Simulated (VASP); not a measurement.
# Sc2AlN3 (P6/mmm) in VASP: further runs

Runs on Sc2AlN3. Level: PBE. Tasks: single point.

Program: VASP 6.6.1. These are calculated values, not measurements. Logs are shortened: lines on timing, memory, paths and dates and some standing lists are left out, and cuts for length are marked.

## (1) The cell of the first run

The structure is hexagonal, space group P6/mmm (No. 191). Conventional cell: a = 5.417 Å, b = 5.417 Å, c = 3.103 Å, α = 90.00°, β = 90.00°, γ = 120.00°. Sc (site symmetry -6m2) has 6 N at 2.20 Å within 2.9 Å. Al (site symmetry 6/mmm) has 2 Al at 3.10 Å and 12 N at 3.12 Å and 6 Sc at 3.13 Å within 4.1 Å. N (site symmetry mmm) has 4 Sc at 2.20 Å and 4 N at 2.71 Å within 2.9 Å.

The cell was built from a structure type or drawn by symmetry, and may not be a known phase.

## (2) Single point, PBE

File INCAR:

```
PREC = Accurate ; ENCUT = 520
EDIFF = 1E-6 ; ISMEAR = 0
SIGMA = 0.1 ; LREAL = False
LASPH = True ; NELM = 100
ALGO = Normal ; ISIF = 2
LWAVE = False ; LCHARG = True
GGA = PE ; LELF = True
LVHAR = True ; NBANDS = 29
```

File KPOINTS:

```
Automatic mesh
0
Gamma
  6 6 6
```

File POSCAR:

```
Sc2AlN3
1.0
    5.4174299700      0.0000000000      0.0000000000
   -2.7087149800      4.6916319800      0.0000000000
    0.0000000000      0.0000000000      3.1033514100
Sc Al N
2 1 3
Direct
    0.3333333300      0.6666666700      0.0000000000
    0.6666666700      0.3333333300      0.0000000000
    0.0000000000      0.0000000000      0.0000000000
    0.5000000000      0.0000000000      0.5000000000
    0.5000000000      0.5000000000      0.5000000000
    0.0000000000      0.5000000000      0.5000000000
```

Potentials or basis: VASP PAW PBE potentials, release 64 (Sc_sv, Al, N).

Command:

```bash
$ cat potpaw_PBE.64/Sc_sv/POTCAR potpaw_PBE.64/Al/POTCAR potpaw_PBE.64/N/POTCAR > POTCAR
$ mpirun -np 1 vasp_std > vasp.out
```

OUTCAR:

```text
PREC = Accurate
   ENCUT = 520
   EDIFF = 1E-6
   ISMEAR = 0
   LREAL = False
   LASPH = True
   NELM = 100
   ISIF = 2
   GGA = PE

 ion  position               nearest neighbor table
   1  0.333  0.667  0.000-   4 2.20   4 2.20   6 2.20   6 2.20   5 2.20   5 2.20   3 3.13   2 3.13
                             2 3.13   3 3.13   3 3.13   2 3.13
   2  0.667  0.333  0.000-   4 2.20   4 2.20   6 2.20   6 2.20   5 2.20   5 2.20   3 3.13   1 3.13
                             1 3.13   3 3.13   3 3.13   1 3.13
   3  0.000  0.000  0.000-   1 3.13   2 3.13   1 3.13   2 3.13   2 3.13   1 3.13
   4  0.500  0.000  0.500-   1 2.20   2 2.20   1 2.20   2 2.20
   5  0.500  0.500  0.500-   1 2.20   2 2.20   1 2.20   2 2.20
   6  0.000  0.500  0.500-   1 2.20   2 2.20   1 2.20   2 2.20

  LATTYP: Found a hexagonal cell.
 ALAT       =     5.4174299700
 C/A-ratio  =     0.5728456901

  Lattice vectors:

 A1 = (   5.4174299700,   0.0000000000,   0.0000000000)
 A2 = (  -2.7087149800,   4.6916319800,   0.0000000000)
 A3 = (   0.0000000000,   0.0000000000,   3.1033514100)

Analysis of symmetry for initial positions (statically):
=====================================================================
 Subroutine PRICEL returns:
 Original cell was already a primitive cell.

 Routine SETGRP: Setting up the symmetry group for a
 hexagonal supercell.

 Subroutine GETGRP returns: Found 24 space group operations
 (whereof 24 operations were pure point group operations)
 out of a pool of 24 trial point group operations.

The static configuration has the point symmetry D_6h.

Analysis of symmetry for dynamics (positions and initial velocities):
=====================================================================
 Subroutine PRICEL returns:
 Original cell was already a primitive cell.

 Routine SETGRP: Setting up the symmetry group for a
 hexagonal supercell.

 Subroutine GETGRP returns: Found 24 space group operations
 (whereof 24 operations were pure point group operations)
 out of a pool of 24 trial point group operations.

The dynamic configuration has the point symmetry D_6h.

 Subroutine INISYM returns: Found 24 space group operations
 (whereof 24 operations are pure point group operations),
 and found     1 'primitive' translations

----------------------------------------------------------------------------------------

                                     Primitive cell

  volume of cell :      78.8766

  direct lattice vectors                    reciprocal lattice vectors
     5.417429970  0.000000000  0.000000000     0.184589373  0.106572724  0.000000000
    -2.708714980  4.691631980  0.000000000     0.000000000  0.213145448  0.000000000
     0.000000000  0.000000000  3.103351410     0.000000000  0.000000000  0.322232280

  length of vectors
     5.417429970  5.417429970  3.103351410     0.213145448  0.213145448  0.322232280

  position of ions in fractional coordinates (direct lattice)
     0.333333330  0.666666670  0.000000000
     0.666666670  0.333333330  0.000000000
     0.000000000  0.000000000  0.000000000
     0.500000000  0.000000000  0.500000000
     0.500000000  0.500000000  0.500000000
     0.000000000  0.500000000  0.500000000

  ion indices of the primitive-cell ions
   primitive index   ion index
                 1           1
                 2           2
                 3           3
                 4           4
                 5           5
                 6           6

----------------------------------------------------------------------------------------

 KPOINTS: Automatic mesh

Automatic generation of k-mesh.
 Grid dimensions read from file:
 generate k-points for:    6    6    6

 Generating k-lattice:

  Cartesian coordinates                     Fractional coordinates (reciprocal lattice)
     0.030764895  0.017762121  0.000000000     0.166666667  0.000000000  0.000000000
     0.000000000  0.035524241  0.000000000     0.000000000  0.166666667  0.000000000
     0.000000000  0.000000000  0.053705380     0.000000000  0.000000000  0.166666667

  Length of vectors
     0.035524241  0.035524241  0.053705380

  Shift w.r.t. Gamma in fractional coordinates (k-lattice)
     0.000000000  0.000000000  0.000000000

 Subroutine IBZKPT returns following result:
 ===========================================

 Found     28 irreducible k-points:

 Following reciprocal coordinates:
            Coordinates               Weight
  0.000000  0.000000  0.000000      1.000000
  0.166667  0.000000  0.000000      6.000000
  0.333333  0.000000  0.000000      6.000000
  0.500000 -0.000000  0.000000      3.000000
  0.166667  0.166667  0.000000      6.000000
  0.333333  0.166667  0.000000     12.000000
[... 16 lines left out ...]
  0.166667  0.000000  0.500000      6.000000
  0.333333  0.000000  0.500000      6.000000
 [... further k-points ...]
   k-points           NKPTS =     28   k-points in BZ     NKDIM =     28   number of bands    NBANDS=     29
[... 39 lines left out ...]
  Fermi-wavevector in a.u.,A,eV,Ry     =   1.305506  2.467048 23.189022  1.704345
  Thomas-Fermi vector in A             =   2.436370
   LORBIT       =      0    0 simple, 1 ext, 2 COOP (PROOUT), +10 PAW based schemes
   GGA     = PE    functional components
   LHFCALC =     F    Hartree Fock is set to
   AEXX    =    0.0000 exact exchange contribution
   IVDW    =     0    specifies the selected vdW correction
   LEPSILON=     F    determine dielectric tensor
   LRPA    =     F    only Hartree local field effects (RPA)
 non-spin polarized calculation
 Gauss-broadening in eV      SIGMA  =   0.10
  energy-cutoff  :      520.00
  volume of cell :       78.88
 maximum number of plane-waves:      2152
   NGX = 21   NGY = 21   NGZ = 11

 number of electron      40.0000001 magnetization

 Free energy of the ion-electron system (eV)
  ---------------------------------------------------
  ext. energy  EPLUGINS =         0.00000000
  ---------------------------------------------------
  free energy    TOTEN  =       -43.36222618 eV

  energy without entropy =      -43.34296802  energy(sigma->0) =      -43.35259710

 E-fermi :   4.6111     XC(G=0): -10.8983

 val. band max:        4.5530285013   @ k =   0.1667   0.1667   0.1667
 cond. band min:       4.6159130890   @ k =   0.1667   0.0000   0.5000
 fundamental gap:      0.0628845877
 Fermi energy:         4.6110762385

 k-point     1 :       0.0000    0.0000    0.0000
  band No.  band energies     occupation
      1     -42.9775      2.00000
      2     -42.9158      2.00000
      3     -21.9282      2.00000
      4     -21.9282      2.00000
      5     -21.6153      2.00000
      6     -21.6153      2.00000
[... 21 lines left out ...]
     28       9.3232      0.00000
     29      10.5091      0.00000

 k-point     2 :       0.1667    0.0000    0.0000
  band No.  band energies     occupation
      1     -42.9739      2.00000
      2     -42.9195      2.00000
      3     -21.9342      2.00000
      4     -21.9131      2.00000
      5     -21.6321      2.00000
      6     -21.6092      2.00000
[... 21 lines left out ...]
     28       9.5430      0.00000
     29       9.8991      0.00000

 k-point     3 :       0.3333    0.0000    0.0000
  band No.  band energies     occupation
      1     -42.9645      2.00000
      2     -42.9289      2.00000
      3     -21.9455      2.00000
      4     -21.8761      2.00000
      5     -21.6726      2.00000
      6     -21.5975      2.00000
[... 21 lines left out ...]
     28       9.6723      0.00000
     29      10.1216      0.00000

 k-point     4 :       0.5000   -0.0000    0.0000
  band No.  band energies     occupation
      1     -42.9570      2.00000
      2     -42.9364      2.00000
      3     -21.9509      2.00000
      4     -21.8506      2.00000
      5     -21.6997      2.00000
      6     -21.5920      2.00000
[... 597 lines left out ...]
     28      10.4765      0.00000
     29      10.4765      0.00000

 k-point    23 :       0.1667    0.0000    0.5000
  band No.  band energies     occupation
      1     -42.9277      2.00000
      2     -42.8766      2.00000
      3     -21.9059      2.00000
      4     -21.8217      2.00000
      5     -21.8037      2.00000
      6     -21.7283      2.00000
[... 21 lines left out ...]
     28      10.6591      0.00000
     29      10.6641      0.00000

 k-point    24 :       0.3333    0.0000    0.5000
  band No.  band energies     occupation
      1     -42.9189      2.00000
      2     -42.8855      2.00000
      3     -21.8755      2.00000
      4     -21.8313      2.00000
      5     -21.7719      2.00000
      6     -21.7593      2.00000
[... 21 lines left out ...]
     28      10.4378      0.00000
     29      11.0200      0.00000

 [... further k-points ...]

------------------------ aborting loop because EDIFF is reached ----------------------------------------

  FORCE on cell =-STRESS in cart. coord.  units (eV):
  Direction    XX          YY          ZZ          XY          YZ          ZX
  --------------------------------------------------------------------------------------
  -------------------------------------------------------------------------------------
  Total        2.7889661      2.7889661     -5.2044364      0.0000000      0.0000000      0.0000000
  in kB       56.6507438     56.6507438   -105.7148722      0.0000001      0.0000000      0.0000000
  external PRESSURE =       2.5288718 kB  Pullay stress =       0.0000000 kB

 VOLUME and BASIS-vectors are now :
 -----------------------------------------------------------------------------
  energy-cutoff  :      520.00
  volume of cell :       78.88
      direct lattice vectors                 reciprocal lattice vectors
     5.417429970  0.000000000  0.000000000     0.184589373  0.106572724  0.000000000
    -2.708714980  4.691631980  0.000000000     0.000000000  0.213145448  0.000000000
     0.000000000  0.000000000  3.103351410     0.000000000  0.000000000  0.322232280

 POSITION                                       TOTAL-FORCE (eV/Angst)
 -----------------------------------------------------------------------------------
     -0.00000      3.12775      0.00000         0.000000      0.000000      0.000000
      2.70872      1.56388      0.00000        -0.000000      0.000000      0.000000
      0.00000      0.00000      0.00000         0.000000      0.000000      0.000000
      2.70871      0.00000      1.55168         0.000000      0.000000      0.000000
      1.35436      2.34582      1.55168         0.000000      0.000000      0.000000
     -1.35436      2.34582      1.55168         0.000000      0.000000      0.000000
 -----------------------------------------------------------------------------------
    total drift:                                0.000000     -0.000000      0.000000

  FREE ENERGIE OF THE ION-ELECTRON SYSTEM (eV)
  ---------------------------------------------------
  free  energy   TOTEN  =       -43.3622261828 eV

  energy  without entropy=      -43.3429680194  energy(sigma->0) =      -43.35259710
```

Run time: 26 s. Hardware: 1 thread of Intel Xeon 6975P-C (Granite Rapids), shared host; peak memory 0.22 GiB.

What came out:

* Free energy: -43.3622 eV
* Pressure: 0.3 GPa
* Band gap on the k mesh: zero (bands 20 and 21 overlap by 0.87 eV)

## (3) Single point, PBE

This run uses another cell than the first one, of 13.37 Å³/atom.

File INCAR:

```
SYSTEM = Sc2AlN3
PREC = Accurate
ENCUT = 520
EDIFF = 1E-7
ISMEAR = 0
SIGMA = 0.1
LREAL = .False.
LASPH = .True.
NELM = 80
ALGO = Normal
ISIF = 2
LWAVE = .False.
LCHARG = .False.
GGA = PE
NBANDS = 29
```

File KPOINTS:

```
regular mesh
0
Gamma
  12 12 12
  0 0 0
```

File POSCAR:

```
Sc2AlN3
1.0
    5.5803253511     -0.0000000030      0.0000000000
   -2.7901626730      4.8327035169      0.0000000000
    0.0000000000      0.0000000000      2.9743208003
Sc Al N
2 1 3
Direct
    0.3333333333      0.6666666667      0.0000000000
    0.6666666667      0.3333333333      0.0000000000
    0.0000000000      0.0000000000      0.0000000000
    0.5000000000      0.0000000000      0.5000000000
    0.5000000000      0.5000000000      0.5000000000
    0.0000000000      0.5000000000      0.5000000000
```

Potentials or basis: VASP PAW PBE potentials, release 64 (Sc_sv, Al, N).

Command:

```bash
$ cat potpaw_PBE.64/Sc_sv/POTCAR potpaw_PBE.64/Al/POTCAR potpaw_PBE.64/N/POTCAR > POTCAR
$ mpirun -np 1 vasp_std > vasp.out
```

Run time: 2.2 min. Hardware: 1 thread of Intel Xeon 6975P-C (Granite Rapids), shared host; peak memory 0.39 GiB.

Results (log left out):

| Quantity | Value |
| --- | --- |
| Free energy | -43.5697 eV |
| Pressure | 0.6 GPa |
| Band gap on the k mesh | zero (bands 20 and 21 overlap by 0.55 eV) |

Stress tensor (GPa, compression positive):
```
0.47 0.00 0.00
0.00 0.47 0.00
0.00 0.00 0.84
```

Levels at points of the mesh, in eV from the Fermi level:
```csv
k point,band 17,band 18,band 19,band 20,band 21,band 22,band 23,band 24
"(0.00, 0.00, 0.00)",-1.18,0.14,0.23,0.23,0.46,2.12,4.14,4.14
"(0.50, 0.00, 0.00)",-1.20,-0.85,-0.50,-0.38,0.28,0.75,3.90,4.10
"(0.00, 0.00, 0.50)",-2.14,-0.16,0.02,0.02,0.33,0.96,1.35,1.35
"(0.50, 0.00, 0.50)",-1.96,-1.59,-1.58,-1.12,0.57,1.73,1.90,3.91
```

## (4) Single point, PBE, collinear spin, ferromagnetic start

File INCAR:

```
  PREC = Accurate
  ENCUT = 520
  EDIFF = 1E-7
  ISMEAR = 0
  SIGMA = 0.1
  LREAL = F
  LASPH = T
  NELM = 150
  ALGO = Normal
  ISIF = 2
  LWAVE = F
  LCHARG = T
  ISPIN = 2
  MAGMOM = 0 0 0 1 1 1
  LORBIT = 11
  LMAXMIX = 4
  GGA = PE
  LELF = T
  LVHAR = T
  NBANDS = 33
```

File KPOINTS:

```
regular mesh
0
Gamma
  6 6 6
```

File POSCAR:

```
Sc2AlN3
1.0
    5.4174299700      0.0000000000      0.0000000000
   -2.7087149800      4.6916319800      0.0000000000
    0.0000000000      0.0000000000      3.1033514100
Sc Al N
2 1 3
Direct
    0.3333333300      0.6666666700      0.0000000000
    0.6666666700      0.3333333300      0.0000000000
    0.0000000000      0.0000000000      0.0000000000
    0.5000000000      0.0000000000      0.5000000000
    0.5000000000      0.5000000000      0.5000000000
    0.0000000000      0.5000000000      0.5000000000
```

Command:

```bash
$ cat potpaw_PBE.64/Sc_sv/POTCAR potpaw_PBE.64/Al/POTCAR potpaw_PBE.64/N/POTCAR > POTCAR
$ mpirun -np 1 vasp_std > vasp.out
```

Run time: 84 s. Hardware: 1 thread of Intel Xeon 6975P-C (Granite Rapids), shared host; peak memory 0.28 GiB.

The run converged. Its results:

```yaml
Free_energy: -43.3622 eV
Pressure: 0.3 GPa
Band_gap_on_the_k_mesh: zero (filled and empty bands overlap)
Net_moment: 0.00 μB per cell
Valence_electrons_inside_the_program's_atomic_spheres: Sc 9.69; Al 0.72; N 3.59
```

Stress tensor (GPa, compression positive):
```
  5.66   0.00   0.00
  0.00   5.66   0.00
  0.00   0.00 -10.57
```

Levels at points of the mesh, in eV from the Fermi level:
Spin up:
```
           k point  band 17  band 18  band 19  band 20  band 21  band 22  band 23  band 24
(0.00, 0.00, 0.00)    -1.77    -0.48     0.43     0.43     0.59     2.14     3.92     3.92
(0.50, 0.00, 0.00)    -1.45    -1.24    -0.97    -0.34     0.52     0.59     3.88     4.04
(0.00, 0.00, 0.50)    -2.51     0.05     0.18     0.18     0.18     0.82     0.82     0.98
(0.50, 0.00, 0.50)    -1.99    -1.94    -1.71    -1.29     0.63     1.41     2.05     3.58
```
Spin down:
| k point | band 16 | band 17 | band 18 | band 19 | band 20 | band 21 | band 22 | band 23 | band 24 | band 25 |
| --- | --- | --- | --- | --- | --- | --- | --- | --- | --- | --- |
| (0.00, 0.00, 0.00) | -1.77 | -1.77 | -0.48 | 0.43 | 0.43 | 0.59 | 2.14 | 3.92 | 3.92 | 4.36 |
| (0.50, 0.00, 0.00) | -1.80 | -1.45 | -1.23 | -0.97 | -0.34 | 0.52 | 0.59 | 3.88 | 4.04 | 4.21 |
| (0.00, 0.00, 0.50) | -2.51 | -2.51 | 0.05 | 0.18 | 0.18 | 0.18 | 0.82 | 0.82 | 0.98 | 5.42 |
| (0.50, 0.00, 0.50) | -2.13 | -1.99 | -1.94 | -1.71 | -1.29 | 0.63 | 1.41 | 2.06 | 3.58 | 4.08 |

## (5) Single point, PBE, collinear spin, ferromagnetic start

File INCAR:

```
SYSTEM = Sc2AlN3
PREC = Accurate
ENCUT = 520
EDIFF = 1E-6
ISMEAR = 0
SIGMA = 0.1
LREAL = .FALSE.
LASPH = .TRUE.
NELM = 150
ALGO = Normal
ISIF = 2
LWAVE = .FALSE.
LCHARG = .TRUE.
ISPIN = 2
MAGMOM = 0 0 0 1 1 1
LORBIT = 11
LMAXMIX = 4
GGA = PE
LELF = .TRUE.
LVHAR = .TRUE.
NBANDS = 33
```

File KPOINTS:

```
Automatic mesh
0
G
  6 6 6
  0 0 0
```

POSCAR is that of step 4.

Command:

```bash
$ cat potpaw_PBE.64/Sc_sv/POTCAR potpaw_PBE.64/Al/POTCAR potpaw_PBE.64/N/POTCAR > POTCAR
$ mpirun -np 1 vasp_std > vasp.out
```

It took 80 s on 1 thread of Intel Xeon 6975P-C (Granite Rapids), shared host; peak memory 0.28 GiB.

The run converged. Its results:

- Free energy: -43.3622 eV
- Pressure: 0.3 GPa
- Band gap on the k mesh: zero (filled and empty bands overlap)
- Net moment: 0.00 μB per cell
- Valence electrons inside the program's atomic spheres: Sc 9.69; Al 0.72; N 3.59

Stress tensor (GPa, compression positive):
```
  5.66   0.00   0.00
  0.00   5.66   0.00
  0.00   0.00 -10.57
```

Levels at points of the mesh, in eV from the Fermi level:
Spin up:
| k point | band 16 | band 17 | band 18 | band 19 | band 20 | band 21 | band 22 | band 23 | band 24 | band 25 |
| --- | --- | --- | --- | --- | --- | --- | --- | --- | --- | --- |
| (0.00, 0.00, 0.00) | -1.77 | -1.77 | -0.48 | 0.43 | 0.43 | 0.59 | 2.14 | 3.92 | 3.92 | 4.36 |
| (0.50, 0.00, 0.00) | -1.80 | -1.45 | -1.24 | -0.97 | -0.34 | 0.52 | 0.59 | 3.88 | 4.04 | 4.21 |
| (0.00, 0.00, 0.50) | -2.51 | -2.51 | 0.05 | 0.18 | 0.18 | 0.18 | 0.82 | 0.82 | 0.98 | 5.42 |
| (0.50, 0.00, 0.50) | -2.13 | -1.99 | -1.94 | -1.71 | -1.30 | 0.63 | 1.41 | 2.05 | 3.58 | 4.08 |
Spin down:
| k point | band 18 | band 19 | band 20 | band 21 | band 22 | band 23 |
| --- | --- | --- | --- | --- | --- | --- |
| (0.00, 0.00, 0.00) | -0.48 | 0.43 | 0.43 | 0.60 | 2.14 | 3.92 |
| (0.50, 0.00, 0.00) | -1.23 | -0.97 | -0.34 | 0.52 | 0.59 | 3.88 |
| (0.00, 0.00, 0.50) | 0.05 | 0.18 | 0.18 | 0.18 | 0.82 | 0.82 |
| (0.50, 0.00, 0.50) | -1.94 | -1.71 | -1.29 | 0.63 | 1.41 | 2.06 |

## (6) Overview

| spin | cell | k mesh | gap on the mesh (eV) | pressure (GPa) |
| --- | --- | --- | --- | --- |
| off | a = 5.417, b = 5.417, c = 3.103 Å, angles 90.0, 90.0, 120.0°, 6 atoms | 6 × 6 × 6 | none | 0.3 |
| off | a = 5.580, b = 5.580, c = 2.974 Å, angles 90.0, 90.0, 120.0°, 6 atoms | 12 × 12 × 12 | none | 0.6 |
| collinear, ferromagnetic start | a = 5.417, b = 5.417, c = 3.103 Å, angles 90.0, 90.0, 120.0°, 6 atoms | 6 × 6 × 6 | none | 0.3 |

Alike in all rows: task single point; level PBE; potentials or basis VASP PAW PBE potentials, release 64 (Sc_sv, Al, N); cutoff (eV) 520; smearing gaussian 0.1 eV.

Absolute energies hang on the potentials; compare differences alone.
